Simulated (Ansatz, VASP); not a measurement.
**One calculation of Ag, two programs**

```
Ag
1.0
    -4.14875    4.14875    4.14875
     4.14875   -4.14875    4.14875
     4.14875    4.14875   -4.14875
Ag
16
Direct
  0.00000 0.00000 0.00000
  0.00000 0.25000 0.75000
  0.00000 0.50000 0.50000
  0.00000 0.75000 0.25000
  0.25000 0.00000 0.75000
  0.25000 0.25000 0.50000
  0.25000 0.50000 0.25000
  0.25000 0.75000 0.00000
  0.50000 0.00000 0.50000
  0.50000 0.25000 0.25000
  0.50000 0.50000 0.00000
  0.50000 0.75000 0.75000
  0.75000 0.00000 0.25000
  0.75000 0.25000 0.00000
  0.75000 0.50000 0.75000
  0.75000 0.75000 0.50000
```

Alike in both runs: task single point; functional LDA; k mesh 3 × 3 × 3; occupations methfessel-paxton of order 1, width 0.1 eV; no spin polarisation.

```csv
,VASP,Ansatz
version,VASP 6.6.1,Ansatz 0.2.0
potentials or method,"VASP PAW LDA potentials, release 64 (Ag), cutoff 500 eV",plane-wave PAW DFT
valence electrons in the cell,176,304
```

|  | VASP | Ansatz | Ansatz less VASP |
| --- | --- | --- | --- |
| pressure (GPa) | -11.0 | -11.2 | -0.16 |

Ansatz warns that its potentials were made for another functional, while VASP's fit it. LDA's correlation is that of Perdew and Zunger in VASP and of Perdew and Wang (1992) in Ansatz. VASP's potentials hold 176 valence electrons a cell and Ansatz's 304, so a difference there can come from the potentials and not from the codes.
